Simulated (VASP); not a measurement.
The system is Ta.

```
Ta
1.0
    -1.65128    1.65128    1.65128
     1.65128   -1.65128    1.65128
     1.65128    1.65128   -1.65128
Ta
1
Direct
  0.00000 0.00000 0.00000
```

Base run:

* Program: VASP 6.6.1
* Functional: PBEsol
* Potentials or basis: VASP PAW PBE potentials, release 64 (Ta_pv)
* Cutoff: 520 eV
* k mesh: 17 × 17 × 17
* Occupations: fermi-dirac, width 0.08 eV
* Spin: no spin polarisation

Its results: band gap on the k mesh zero (an odd number of electrons rules out a gap without spin polarisation); pressure -3.6 GPa.

After a change of settings the same cell gave: band gap on the k mesh zero (an odd number of electrons rules out a gap without spin polarisation); pressure 1.2 GPa. Which change was it?
A. functional from PBEsol to LDA; potentials or basis from VASP PAW PBE potentials, release 64 (Ta_pv) to VASP PAW LDA potentials, release 64 (Ta_pv)
B. functional from PBEsol to PBE; further incar settings from ALGO = Normal; EDIFF = 1e-08; NBANDS = 12 to ALGO = Normal; EDIFF = 1e-06; NBANDS = 12
C. functional from PBEsol to PBE; further incar settings from ALGO = Normal; EDIFF = 1e-08; NBANDS = 12 to ALGO = Normal; EDIFF = 1e-07; NBANDS = 12
D. functional from PBEsol to r2SCAN

D.

Caveats: the PAW data sets were made with another functional, which shifts forces and pressure a little; spin-orbit coupling is left out, which moves the levels of the heavy elements; the cell stands under tension (at least some runs).
